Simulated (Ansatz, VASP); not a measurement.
WC in VASP and in Ansatz

Contents of INCAR:

```
PREC = Accurate
ENCUT = 600
EDIFF = 1E-6
ISMEAR = 0
SIGMA = 0.2
LREAL = F
LASPH = T
NELM = 60
ALGO = Normal
ISIF = 3
LWAVE = F
LCHARG = F
GGA = PE
IBRION = 2
NSW = 80
EDIFFG = -0.025
```

The input KPOINTS:

```
regular mesh
0
Gamma
  8 8 4
```

Contents of POSCAR:

```
WC
1.0
    0.0196866454     -0.0158506705      2.7496450881
    2.8658809906     -0.0141417174      0.0202102878
   -0.0244941730      5.1313161543     -0.0281844162
W C
2 2
Direct
    1.0087087775      0.5017489246      0.5050486670
   -0.0097247379      0.0102191103      0.0146898153
    0.4763525199      0.5165201797      0.1568451223
    0.5246634406      0.9715117854      0.6567497287
```

Input for Ansatz:

```yaml
crystal:
  lattice:
    - [0.0196866454, -0.0158506705, 2.7496450881]
    - [2.8658809906, -0.0141417174, 0.0202102878]
    - [-0.024494173, 5.1313161543, -0.0281844162]
  atoms:
    - { symbol: W, position: [1.0087087775, 0.5017489246, 0.505048667] }
    - { symbol: W, position: [-0.0097247379, 0.0102191103, 0.0146898153] }
    - { symbol: C, position: [0.4763525199, 0.5165201797, 0.1568451223] }
    - { symbol: C, position: [0.5246634406, 0.9715117854, 0.6567497287] }
basis:
  ecutwfc: 420
kpoints:
  mp_grid: { grid: [8, 8, 4] }
hamiltonian:
  xc: pbe
scf:
  occupations: { method: gaussian, width: 0.2 }
  lower_state_search: "off"
output:
  forces: true
  stress: true
  eigenvalues: true
relax:
  adjacent_minimum: "off"
  f_tol: 0.025
  max_steps: 60
  cell: { stress_tol: 0.25 }
```

Change from the starting cell: cell x2, atoms moved at random (sigma 0.15 Å) and cell strained at random (1.5 %), then relaxed without symmetry.

Alike in both runs: task relaxation of cell and atoms; functional PBE; k mesh 8 × 8 × 4; occupations gaussian, width 0.2 eV; no spin polarisation.

```csv
,VASP,Ansatz
version,VASP 6.6.1,Ansatz 0.2.0
potentials or method,"VASP PAW PBE potentials, release 64 (W_sv, C), cutoff 600 eV","scalar-relativistic, plane waves, PAW"
valence electrons in the cell,36,36
```

VASP gave:

- gap on the k mesh at the Fermi level, each at its own relaxed structure (eV): none
- relaxed volume (Å³/atom): 10.55
- relaxed cell length with the largest relative difference (Å): 2.926

Task: Estimate Ansatz's values.

Result: gap on the k mesh at the Fermi level, each at its own relaxed structure (eV): none; relaxed volume (Å³/atom): 10.52; relaxed cell length with the largest relative difference (Å): 2.922.

A gap of «none» marks a metal or a gap that the smearing closes.

Spin-orbit coupling is off throughout.
